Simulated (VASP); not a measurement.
# Hg2S (P6/mmm) in VASP: further runs, part 2 of 2

VASP 6.6.1. Earlier steps stand in the parts before.

## (3) Relaxation of cell and atoms, r2SCAN

This run uses another cell than the first one, of 22.25 Å³/atom.

The input, POSCAR:

```
Hg2S
1.0
    4.1482667696      0.0000000000      0.0000000000
   -2.0741333848      3.5925044042      0.0000000000
    0.0000000000      0.0000000000      4.4790255818
Hg S
2 1
Direct
    0.3333333333      0.6666666667      0.5000000000
    0.6666666667      0.3333333333      0.5000000000
    0.0000000000      0.0000000000      0.0000000000
```

The input, INCAR.step1:

```
PREC = Accurate
ENCUT = 600
ISMEAR = 0
SIGMA = 0.1
LREAL = False
LASPH = True
NELM = 80
GGA = PE
ALGO = Normal
EDIFF = 1E-4
LWAVE = True
LCHARG = False
```

The input, INCAR.step2:

```
PREC = Accurate
ENCUT = 600
EDIFF = 1E-7
ISMEAR = 0
SIGMA = 0.1
LREAL = False
LASPH = True
NELM = 80
ALGO = Normal
ISIF = 3
LWAVE = False
LCHARG = False
METAGGA = R2SCAN
LMIXTAU = True
IBRION = 2
NSW = 90
EDIFFG = -0.04
ISTART = 1
```

The input, KPOINTS:

```
Automatic mesh
0
Gamma
  6 6 4
```

Potentials or basis: VASP PAW PBE potentials, release 64 (Hg, S).

The run is started by

```console
cat potpaw_PBE.64/Hg/POTCAR potpaw_PBE.64/S/POTCAR > POTCAR
cp INCAR.step1 INCAR
mpirun -np 1 vasp_std > vasp.out
cp INCAR.step2 INCAR
mpirun -np 1 vasp_std > vasp.out
```

OUTCAR:

```text
PREC = Accurate
   ENCUT = 600
   EDIFF = 1E-7
   ISMEAR = 0
   LREAL = False
   LASPH = True
   NELM = 80
   ISIF = 3
   METAGGA = R2SCAN
   IBRION = 2
   NSW = 90
   EDIFFG = -0.04
   ISTART = 1

 ion  position               nearest neighbor table
   1  0.333  0.667  0.500-   2 2.40   2 2.40   2 2.40   3 3.28   3 3.28   3 3.28   3 3.28   3 3.28
                             3 3.28
   2  0.667  0.333  0.500-   1 2.40   1 2.40   1 2.40   3 3.28   3 3.28   3 3.28   3 3.28   3 3.28
                             3 3.28
   3  0.000  0.000  0.000-   1 3.28   2 3.28   1 3.28   2 3.28   2 3.28   2 3.28   1 3.28   1 3.28
                             2 3.28   2 3.28   1 3.28   1 3.28

  LATTYP: Found a hexagonal cell.
 ALAT       =     4.1482667696
 C/A-ratio  =     1.0797342193

  Lattice vectors:

 A1 = (   4.1482667696,   0.0000000000,   0.0000000000)
 A2 = (  -2.0741333848,   3.5925044042,   0.0000000000)
 A3 = (   0.0000000000,   0.0000000000,   4.4790255818)

Analysis of symmetry for initial positions (statically):
=====================================================================
 Subroutine PRICEL returns:
 Original cell was already a primitive cell.

 Routine SETGRP: Setting up the symmetry group for a
 hexagonal supercell.

 Subroutine GETGRP returns: Found 24 space group operations
 (whereof 24 operations were pure point group operations)
 out of a pool of 24 trial point group operations.

The static configuration has the point symmetry D_6h.

Analysis of symmetry for dynamics (positions and initial velocities):
=====================================================================
 Subroutine PRICEL returns:
 Original cell was already a primitive cell.

 Routine SETGRP: Setting up the symmetry group for a
 hexagonal supercell.

 Subroutine GETGRP returns: Found 24 space group operations
 (whereof 24 operations were pure point group operations)
 out of a pool of 24 trial point group operations.

The dynamic configuration has the point symmetry D_6h.

 Subroutine INISYM returns: Found 24 space group operations
 (whereof 24 operations are pure point group operations),
 and found     1 'primitive' translations

----------------------------------------------------------------------------------------

                                     Primitive cell

  volume of cell :      66.7494

  direct lattice vectors                    reciprocal lattice vectors
     4.148266770  0.000000000  0.000000000     0.241064535  0.139178674  0.000000000
    -2.074133385  3.592504404  0.000000000     0.000000000  0.278357348  0.000000000
     0.000000000  0.000000000  4.479025582     0.000000000  0.000000000  0.223262846

  length of vectors
     4.148266770  4.148266770  4.479025582     0.278357348  0.278357348  0.223262846

  position of ions in fractional coordinates (direct lattice)
     0.333333333  0.666666667  0.500000000
     0.666666667  0.333333333  0.500000000
     0.000000000  0.000000000  0.000000000

  ion indices of the primitive-cell ions
   primitive index   ion index
                 1           1
                 2           2
                 3           3

----------------------------------------------------------------------------------------

 KPOINTS: Automatic mesh

Automatic generation of k-mesh.
 Grid dimensions read from file:
 generate k-points for:    6    6    4

 Generating k-lattice:

  Cartesian coordinates                     Fractional coordinates (reciprocal lattice)
     0.040177423  0.023196446  0.000000000     0.166666667  0.000000000  0.000000000
     0.000000000  0.046392891  0.000000000     0.000000000  0.166666667  0.000000000
     0.000000000  0.000000000  0.055815712     0.000000000  0.000000000  0.250000000

  Length of vectors
     0.046392891  0.046392891  0.055815712

  Shift w.r.t. Gamma in fractional coordinates (k-lattice)
     0.000000000  0.000000000  0.000000000

 Subroutine IBZKPT returns following result:
 ===========================================

 Found     21 irreducible k-points:

 Following reciprocal coordinates:
            Coordinates               Weight
  0.000000  0.000000  0.000000      1.000000
  0.166667  0.000000  0.000000      6.000000
  0.333333  0.000000  0.000000      6.000000
  0.500000 -0.000000  0.000000      3.000000
  0.166667  0.166667  0.000000      6.000000
  0.333333  0.166667  0.000000     12.000000
[... 13 lines left out ...]
  0.333333  0.166667  0.500000     12.000000
  0.333333  0.333333  0.500000      2.000000
   k-points           NKPTS =     21   k-points in BZ     NKDIM =     21   number of bands    NBANDS=     19
   number of dos      NEDOS =    301   number of ions     NIONS =      3
   total plane-waves  NPLWV =  46656
   dimension x,y,z NGX =    36 NGY =   36 NGZ =   36
   dimension x,y,z NGXF=    72 NGYF=   72 NGZF=   72
   ions per type =               2   1
   NGX,Y,Z   is equivalent  to a cutoff of  14.43, 14.43, 13.36 a.u.
   NGXF,Y,Z  is equivalent  to a cutoff of  28.85, 28.85, 26.72 a.u.
 SYSTEM =  unknown system
   PREC   = accura    normal or accurate (medium, high low for compatibility)
   ISTART =      1    job   : 0-new  1-cont  2-samecut
   ICHARG =      0    charge: 1-file 2-atom 10-const
   ISPIN  =      1    spin polarized calculation?
   LNONCOLLINEAR =      F non collinear calculations
   LSORBIT =      F    spin-orbit coupling
   LASPH  =      T    aspherical Exc in radial PAW
   ENCUT  =  600.0 eV  44.10 Ry    6.64 a.u.   8.29  8.29  8.95*2*pi/ulx,y,z
   NELM   =     80;   NELMIN=  2; NELMDL=  0     # of ELM steps
   EDIFF  = 0.1E-06   stopping-criterion for ELM
   LREAL  =      F    real-space projection
   EDIFFG = -.4E-01   stopping-criterion for IOM
   NSW    =     90    number of steps for IOM
   IBRION =      2    ionic relax: 0-MD 1-quasi-New 2-CG
   NFREE  =      1    steps in history (QN), initial steepest desc. (CG)
   ISIF   =      3    stress and relaxation
   ISYM   =      2    0-nonsym 1-usesym 2-fastsym
   POTIM  = 0.5000    time-step for ionic-motion
   TEBEG  =    0.0;   TEEND  =   0.0 temperature during run
   PSTRESS=    0.0 pullay stress
   NELECT =      30.0000    total number of electrons
   NUPDOWN=      -1.0000    fix difference up-down
   EMIN   =  10.00;   EMAX   =-10.00  energy-range for DOS
   EFERMI =   0.00;   METHOD = LEGACY
   ISMEAR =     0;   SIGMA  =   0.10  broadening in eV -4-tet -1-fermi 0-gaus
   EFERMI_NEDOS =   21; number of points for ismear=-14 and -15
   IALGO  =     38    algorithm
   IMIX   =      4    mixing-type and parameters
     AMIX     =   0.40;   BMIX     =  1.00
     AMIX_MAG =   1.60;   BMIX_MAG =  1.00
  volume/ion in A,a.u.               =      22.25       150.15
  Fermi-wavevector in a.u.,A,eV,Ry     =   1.254005  2.369727 21.395563  1.572530
  Thomas-Fermi vector in A             =   2.387831
   LORBIT       =      0    0 simple, 1 ext, 2 COOP (PROOUT), +10 PAW based schemes
   METAGGA = R2SCAN    functional components
   LHFCALC =     F    Hartree Fock is set to
   AEXX    =    0.0000 exact exchange contribution
   IVDW    =     0    specifies the selected vdW correction
   LEPSILON=     F    determine dielectric tensor
   LRPA    =     F    only Hartree local field effects (RPA)
 conjugate gradient relaxation of ions
 non-spin polarized calculation
 Gauss-broadening in eV      SIGMA  =   0.10
  energy-cutoff  :      600.00
  volume of cell :       66.75
 maximum number of plane-waves:      2241
 NGX is ok and might be reduce to    36
   NGX = 17   NGY = 17   NGZ = 17

--------------------------------------- Ionic step        1  -------------------------------------------

 number of electron      30.0000003 magnetization

 Free energy of the ion-electron system (eV)
  ---------------------------------------------------
  ext. energy  EPLUGINS =         0.00000000
  ---------------------------------------------------
  free energy    TOTEN  =      -103.41965862 eV

  energy without entropy =     -103.41328392  energy(sigma->0) =     -103.41647127

------------------------ aborting loop because EDIFF is reached ----------------------------------------

  FORCE on cell =-STRESS in cart. coord.  units (eV):
  Direction    XX          YY          ZZ          XY          YZ          ZX
  --------------------------------------------------------------------------------------
  -------------------------------------------------------------------------------------
  Total       16.6694024     16.6694024     -2.6124353      0.0000000      0.0000000      0.0000000
  in kB      400.1133890    400.1133890    -62.7059284      0.0000000      0.0000000      0.0000000
  external PRESSURE =     245.8402832 kB  Pullay stress =       0.0000000 kB
[... 1021 lines left out ...]
      6      -5.8385      2.00000
[... 11 lines left out ...]
     18       6.1582      0.00000
     19       6.1582      0.00000

[... ionic steps 4 to 10 ...]

--------------------------------------- Ionic step       11  -------------------------------------------

 number of electron      30.0000004 magnetization

------------------------ aborting loop because EDIFF is reached ----------------------------------------
[... 69 lines left out ...]
--------------------------------------- Ionic step       13  -------------------------------------------

 number of electron      30.0000002 magnetization

 Free energy of the ion-electron system (eV)
  ---------------------------------------------------
  ext. energy  EPLUGINS =         0.00000000
  ---------------------------------------------------
  free energy    TOTEN  =      -105.35083189 eV

  energy without entropy =     -105.33040631  energy(sigma->0) =     -105.34061910

 E-fermi :   2.1530     XC(G=0): -10.7064

 val. band max:        2.1448449562   @ k =   0.1667   0.1667   0.2500
 cond. band min:       2.2294542629   @ k =   0.3333   0.0000   0.2500
 fundamental gap:      0.0846093067
 Fermi energy:         2.1529626821
[... 490 lines left out ...]
  FREE ENERGIE OF THE ION-ELECTRON SYSTEM (eV)
  ---------------------------------------------------
  free  energy   TOTEN  =      -105.3508318915 eV

  energy  without entropy=     -105.3304063081  energy(sigma->0) =     -105.34061910

 reached required accuracy - stopping structural energy minimisation
```

OSZICAR.step1:

```text
N       E                     dE             d eps       ncg     rms          rms(c)
DAV:   1     0.240543510098E+03    0.24054E+03   -0.16230E+04   798   0.166E+03
DAV:   2     0.854117971260E+01   -0.23200E+03   -0.22281E+03   845   0.382E+02
DAV:   3    -0.216922509158E+01   -0.10710E+02   -0.10524E+02   918   0.781E+01
DAV:   4    -0.231904998247E+01   -0.14982E+00   -0.14966E+00   825   0.758E+00
DAV:   5    -0.232030644332E+01   -0.12565E-02   -0.12564E-02   875   0.783E-01    0.160E+01
DAV:   6    -0.957063513412E+00    0.13632E+01   -0.69650E+00   972   0.202E+01    0.137E+01
DAV:   7    -0.920760758505E+00    0.36303E-01   -0.40877E-01   810   0.518E+00    0.742E+00
DAV:   8    -0.901083143980E+00    0.19678E-01   -0.68034E-02   819   0.179E+00    0.726E-01
DAV:   9    -0.900029779745E+00    0.10534E-02   -0.52931E-03   899   0.391E-01    0.375E-01
DAV:  10    -0.900157639014E+00   -0.12786E-03   -0.92696E-04   813   0.203E-01    0.482E-02
DAV:  11    -0.900169397234E+00   -0.11758E-04   -0.22641E-05   408   0.443E-02
   1 F= -.90016940E+00 E0= -.89702839E+00  d E =-.628201E-02
```

Wall time 12 min (1 thread of Intel Xeon 6975P-C (Granite Rapids), shared host); peak memory 0.23 GiB.

Results:

```
Free energy                           : -105.3508 eV
Relaxed volume                        : 24.10 Å³/atom
Relaxed cell                          : a = 4.735 Å, b = 4.735 Å, c = 3.724 Å, α = 90.00°, β = 90.00°, γ = 120.00°
Space group after relaxing (to 0.1 Å) : P6/mmm (No. 191)
Energy gained by relaxing             : 643.7 meV/atom
Ionic steps                           : 13
Pressure after relaxing               : -0.1 GPa
Band gap on the k mesh                : zero (bands 15 and 16 overlap by 2.73 eV)
```

Stress tensor (GPa, compression positive):
```
-0.09  0.00  0.00
 0.00 -0.09  0.00
 0.00  0.00 -0.25
```

The path:
| step | energy change (eV) | largest force (eV/Å) | pressure (GPa) | volume (Å³) |
| --- | --- | --- | --- | --- |
| 1 | 0.0000 | 0.0000 | 24.58 | 66.75 |
| 2 | -0.9822 | 0.0000 | -6.59 | 102.82 |
| 3 | -1.6826 | 0.0000 | -2.66 | 83.52 |
| 4 | -1.6832 | 0.0000 | -2.45 | 83.17 |
| 5 | -1.6829 | 0.0000 | -2.23 | 82.83 |
| 6 | -1.8095 | 0.0000 | -1.55 | 79.13 |
| 7 | -1.8988 | 0.0000 | -0.27 | 74.86 |
| 8 | -1.8612 | 0.0000 | 4.48 | 66.26 |
| 9 | -1.9206 | 0.0000 | 1.05 | 71.80 |
| 10 | -1.9210 | 0.0000 | 1.25 | 71.39 |
| 11 | -1.9288 | 0.0000 | -0.79 | 73.08 |
| 12 | -1.9306 | 0.0000 | -0.22 | 72.56 |
| 13 | -1.9312 | 0.0000 | -0.14 | 72.31 |

Final structure:
```
CELL_PARAMETERS angstrom
4.73543 0.00000 0.00000
-2.36771 4.10100 0.00000
0.00000 0.00000 3.72352
ATOMIC_POSITIONS crystal
Hg 0.33333 0.66667 0.50000
Hg 0.66667 0.33333 0.50000
S 0.00000 0.00000 0.00000
```

Caveat: a cell axis changed by over 15 % at a fixed basis, so the end point is rough; the PAW data sets were made with another functional, which shifts forces and pressure a little; spin-orbit coupling is left out, which moves the levels of the heavy elements.

## (4) Single point, r2SCAN

This run uses another cell than the first one, of 23.82 Å³/atom.

The input, POSCAR:

```
Hg2S
1.0
    4.6950501164      0.0000000000      0.0000000000
   -2.3475250582      4.0660326728      0.0000000000
    0.0000000000      0.0000000000      3.7430479370
Hg S
2 1
Direct
    0.3333333333      0.6666666667      0.5000000000
    0.6666666667      0.3333333333      0.5000000000
    0.0000000000      0.0000000000      0.0000000000
```

The input, INCAR.step1:

```
SYSTEM = Hg2S
PREC = Accurate ; ENCUT = 520
ISMEAR = 0 ; SIGMA = 0.1
LREAL = .FALSE. ; LASPH = .TRUE.
NELM = 60 ; NBANDS = 22
GGA = PE ; ALGO = Normal
EDIFF = 1E-4 ; LWAVE = .TRUE.
LCHARG = .FALSE.
```

The input, INCAR.step2:

```
SYSTEM = Hg2S
PREC = Accurate ; ENCUT = 520
EDIFF = 1E-6 ; ISMEAR = 0
SIGMA = 0.1 ; LREAL = .FALSE.
LASPH = .TRUE. ; NELM = 60
ALGO = Normal ; ISIF = 2
LWAVE = .FALSE. ; LCHARG = .FALSE.
METAGGA = R2SCAN ; LMIXTAU = .TRUE.
NBANDS = 22 ; ISTART = 1
```

The input, KPOINTS:

```
Automatic mesh
0
G
  12 12 12
  0 0 0
```

The run is started by

```console
cat potpaw_PBE.64/Hg/POTCAR potpaw_PBE.64/S/POTCAR > POTCAR
cp INCAR.step1 INCAR
mpirun -np 1 vasp_std > vasp.out
cp INCAR.step2 INCAR
mpirun -np 1 vasp_std > vasp.out
```

Wall time 3.6 min (1 thread of Intel Xeon 6975P-C (Granite Rapids), shared host); peak memory 0.32 GiB.

It converged, with:

```yaml
Free_energy: -105.4219 eV
Pressure: 0.6 GPa
Band_gap_on_the_k_mesh: zero (bands 15 and 16 overlap by 2.82 eV)
```

Stress tensor (GPa, compression positive):
```
0.85 0.00 0.00
0.00 0.85 0.00
0.00 0.00 0.09
```

Levels at points of the mesh, in eV from the Fermi level:
| k point | band 12 | band 13 | band 14 | band 15 | band 16 | band 17 | band 18 | band 19 |
| --- | --- | --- | --- | --- | --- | --- | --- | --- |
| (0.00, 0.00, 0.00) | -5.43 | -1.31 | -1.31 | -0.88 | 2.88 | 3.32 | 3.32 | 7.48 |
| (0.50, 0.00, 0.00) | -4.96 | -2.58 | -2.44 | -0.27 | 1.11 | 4.94 | 6.14 | 6.83 |
| (0.00, 0.00, 0.50) | -5.40 | -0.99 | -0.99 | -0.07 | 1.03 | 4.55 | 5.34 | 5.34 |
| (0.50, 0.00, 0.50) | -3.88 | -3.20 | -2.62 | -0.98 | 0.77 | 2.44 | 3.17 | 5.23 |

Caveat: the PAW data sets were made with another functional, which shifts forces and pressure a little; spin-orbit coupling is left out, which moves the levels of the heavy elements.

## (5) Overview

| task | cell | k mesh | cutoff (eV) | gap on the mesh (eV) | pressure (GPa) |
| --- | --- | --- | --- | --- | --- |
| single point | a = 4.699, b = 4.699, c = 3.746 Å, angles 90.0, 90.0, 120.0°, 3 atoms | 6 × 6 × 4 | 520 | none | 0.7 |
| relaxation of cell and atoms | relaxed from a = 4.148, b = 4.148, c = 4.479 Å, angles 90.0, 90.0, 120.0°, 3 atoms | 6 × 6 × 4 | 600 | none | -0.1 |
| single point | a = 4.695, b = 4.695, c = 3.743 Å, angles 90.0, 90.0, 120.0°, 3 atoms | 12 × 12 × 12 | 520 | none | 0.6 |

Alike in all rows: level r2SCAN; potentials or basis VASP PAW PBE potentials, release 64 (Hg, S); no spin polarisation; smearing gaussian 0.1 eV.

Caveats: some runs use coarse meshes; the PAW data sets were made with another functional, which shifts forces and pressure a little; spin-orbit coupling is left out, which moves the levels of the heavy elements; a cell axis changed by over 15 % at a fixed basis, so the end point is rough (at least some runs).

Total energies depend on the potentials used, so only differences within one code and one set of settings carry meaning.

The gap in the log of VASP goes by the Fermi energy; the results here count the filled bands.